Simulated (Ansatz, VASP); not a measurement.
# Two plane-wave programs on Ge

The input INCAR:

```
PREC     = Accurate       # precision mode
ENCUT    = 520            # plane-wave cutoff, eV
EDIFF    = 1E-6           # SCF threshold, eV
ISMEAR   = -1             # smearing method
SIGMA    = 0.1            # smearing width, eV
LREAL    = F              # projectors in reciprocal space
LASPH    = T              # aspherical terms in the spheres
NELM     = 100            # most SCF steps
ALGO     = Normal         # electronic algorithm
ISIF     = 2              # what is computed and relaxed
LWAVE    = F              # write WAVECAR
LCHARG   = T              # write CHGCAR
GGA      = CA             # functional
LELF     = T              # ELF
LVHAR    = T            
NBANDS   = 21             # bands
```

KPOINTS

```
Automatic mesh
0
Gamma
  11 11 11
```

POSCAR

```
Ge
1.0
   -2.5178914415      2.6742167982      1.4496110048
    2.5178914415     -2.6742167982      1.4496110048
    2.5178914415      2.6742167982     -1.4496110048
Ge
2
Direct
    0.1859400000      0.9359400000      0.2500000000
    0.8140600000      0.0640600000      0.7500000000
```

Input for Ansatz:

```yaml
crystal:
  lattice:
    - [-2.517891441503913, 2.674216798199072, 1.4496110047954838]
    - [2.517891441503913, -2.674216798199072, 1.4496110047954838]
    - [2.517891441503913, 2.674216798199072, -1.4496110047954838]
  atoms:
    - { symbol: Ge, position: [0.18594, 0.93594, 0.25] }
    - { symbol: Ge, position: [0.81406, 0.06406, 0.75] }
basis:
  ecutwfc: 500.0
kpoints:
  mp_grid:
    grid: [11, 11, 11]
hamiltonian:
  xc: lda
  pseudopotentials:
    kind: paw
scf:
  occupations:
    method: fermi_dirac
output:
  stress: true
```

Alike in both runs: task single point; functional LDA; k mesh 11 × 11 × 11; no spin polarisation.

|  | VASP | Ansatz |
| --- | --- | --- |
| version | VASP 6.6.1 | Ansatz 0.2.0 |
| potentials or method | VASP PAW LDA potentials, release 64 (Ge_d), cutoff 520 eV | plane waves, PAW |
| occupations | fermi-dirac, width 0.1 eV | fermi-dirac |
| valence electrons in the cell | 28 | 28 |

|  | VASP | Ansatz | Ansatz less VASP |
| --- | --- | --- | --- |
| pressure (GPa) | -5.7 | -5.7 | +0.03 |
| traceless stress, the component that is largest in VASP (GPa) | 0.88 | 0.87 | -0.008 |

LDA's correlation is that of Perdew and Zunger in VASP and of Perdew and Wang (1992) in Ansatz.
